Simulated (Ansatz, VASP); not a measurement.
PbS in VASP and in Ansatz

INCAR

```
SYSTEM = PbS
ALGO = Normal
EDIFF = 1E-6
ENCUT = 520
GGA = PE
ISIF = 2
ISMEAR = 0
LASPH = .True.
LCHARG = .False.
LREAL = .False.
LWAVE = .False.
NBANDS = 28
NELM = 100
PREC = Accurate
SIGMA = 0.01
```

Contents of KPOINTS:

```
k-points
0
Gamma
  6 6 4
  0 0 0
```

Contents of POSCAR:

```
PbS
1.0
    4.9751457410      0.0000000000      0.0000000000
   -2.4875728705      4.3086025993      0.0000000000
    0.0000000000      0.0000000000      5.9771199718
Pb S
2 2
Direct
    0.3333333333      0.6666666667      0.2500000000
    0.6666666667      0.3333333333      0.7500000000
    0.6666666667      0.3333333333      0.2500000000
    0.3333333333      0.6666666667      0.7500000000
```

Input for Ansatz:

```yaml
crystal:
  lattice:
    - [4.975145741, 0.0, 0.0]
    - [-2.4875728705, 4.3086025993, 0.0]
    - [0.0, 0.0, 5.9771199718]
  atoms:
    - { symbol: Pb, position: [0.3333333333, 0.6666666667, 0.25] }
    - { symbol: Pb, position: [0.6666666667, 0.3333333333, 0.75] }
    - { symbol: S, position: [0.6666666667, 0.3333333333, 0.25] }
    - { symbol: S, position: [0.3333333333, 0.6666666667, 0.75] }
kpoints:
  mp_grid: { grid: [6, 6, 4] }
hamiltonian:
  xc: pbe
scf:
  occupations: { method: fixed }
  n_extra_bands: 5
output:
  forces: true
  stress: true
  eigenvalues: true
```

Alike in both runs: task single point; functional PBE; k mesh 6 × 6 × 4; no spin polarisation.

|  | VASP | Ansatz |
| --- | --- | --- |
| version | VASP 6.6.1 | Ansatz 0.2.0 |
| potentials or method | VASP PAW PBE potentials, release 64 (Pb_d, S) | plane waves, PAW |
| plane-wave cutoff (eV) | 520 | 420 |
| occupations | gaussian, width 0.01 eV | fixed |
| valence electrons in the cell | 40 | 40 |

|  | VASP | Ansatz | Ansatz less VASP |
| --- | --- | --- | --- |
| gap on the k mesh at the Fermi level (eV) | 1.41 | 1.40 | -0.005 |
| pressure (GPa) | 1.3 | 1.3 | +0.06 |
| traceless stress, the component that is largest in VASP (GPa) | 0.06 | 0.07 | +0.002 |

Spin-orbit coupling is off throughout.
